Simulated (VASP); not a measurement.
The system is BaB.

```
Ba B
1.0
     4.41781    0.00000    0.00000
    -2.20890    3.82593    0.00000
     0.00000    0.00000   10.75629
Ba B
4 4
Direct
  0.33333 0.66667 0.75000
  0.66667 0.33333 0.25000
  0.00000 0.00000 0.00000
  0.00000 0.00000 0.50000
  0.33333 0.66667 0.15100
  0.33333 0.66667 0.34900
  0.66667 0.33333 0.84900
  0.66667 0.33333 0.65100
```

| Property | Result |
| --- | --- |
| Program | VASP 6.6.1 |
| Task | relaxation of cell and atoms |
| Functional | PBE |
| Potentials or basis | VASP PAW PBE potentials, release 64 (Ba_sv, B) |
| Cutoff | 600 eV |
| k mesh | 6 × 6 × 2 |
| Occupations | gaussian, width 0.1 eV |
| Spin | no spin polarisation |

At the start: pressure 9.0 GPa; volume 22.73 Å³/atom.

Task: How do energy, volume and symmetry change on relaxing?

Result: Over 25 steps the energy falls by 686.2 meV/atom and the volume is 26.68 Å³/atom (+17.4 %); space group P6_3/mmc (No. 194, to 0.1 Å) before and after.

Step by step:
| step | energy change (eV) | largest force (eV/Å) | pressure (GPa) | volume (Å³) |
| --- | --- | --- | --- | --- |
| 1 | 0.0000 | 2.3650 | 9.05 | 181.81 |
| 2 | -3.2795 | 3.3419 | 0.57 | 217.15 |
| 3 | -1.4414 | 9.4312 | -1.31 | 316.99 |
| 4 | -4.6933 | 2.7685 | -2.92 | 244.23 |
| 5 | -4.9203 | 1.6645 | -3.78 | 260.07 |
| 6 | -1.6296 | 15.4267 | 5.45 | 245.99 |
| 7 | -5.0194 | 1.2061 | -3.46 | 258.47 |
| 8 | -5.0887 | 0.6036 | -3.07 | 257.38 |
| 9 | -5.1168 | 0.2799 | -2.52 | 256.03 |
| 10 | -5.3373 | 0.1729 | -0.61 | 236.79 |
| 11 | -5.3464 | 0.1469 | -0.08 | 232.61 |
| 12 | -5.3464 | 0.1418 | -0.01 | 232.15 |
| 13 | -5.3560 | 0.0109 | -0.13 | 231.30 |
| 14 | -5.3741 | 0.4204 | -0.44 | 228.75 |
| 15 | -5.3768 | 1.0681 | -0.93 | 223.48 |
| 16 | -5.3822 | 0.6449 | -0.62 | 226.81 |
| 17 | -5.3836 | 0.6431 | -0.62 | 226.67 |
| 18 | -5.3878 | 0.6374 | -0.62 | 226.26 |
| 19 | -5.3962 | 0.6247 | -0.61 | 225.44 |
| 20 | -5.4131 | 0.5968 | -0.59 | 223.77 |
| 21 | -5.4450 | 0.5293 | -0.50 | 220.39 |
| 22 | -5.4846 | 0.3334 | -0.10 | 213.39 |
| 23 | -5.4855 | 0.3087 | -0.04 | 212.52 |
| 24 | -5.4888 | 0.1490 | 0.03 | 213.05 |
| 25 | -5.4896 | 0.0306 | 0.09 | 213.44 |

Final structure:
```xyz
8
Lattice="5.2067 0.0000 0.0000 -2.6033 4.5091 0.0000 0.0000 0.0000 9.0912" Properties=species:S:1:pos:R:3 pbc="T T T"
Ba    0.0000    3.0061    6.8184
Ba    2.6033    1.5030    2.2728
Ba    0.0000    0.0000    0.0000
Ba    0.0000    0.0000    4.5456
B     0.0000    3.0061    1.4917
B     0.0000    3.0061    3.0539
B     2.6033    1.5030    7.5995
B     2.6033    1.5030    6.0373
```

Caveat: the volume moved by over 15 % at a fixed basis, so the end points are rough.
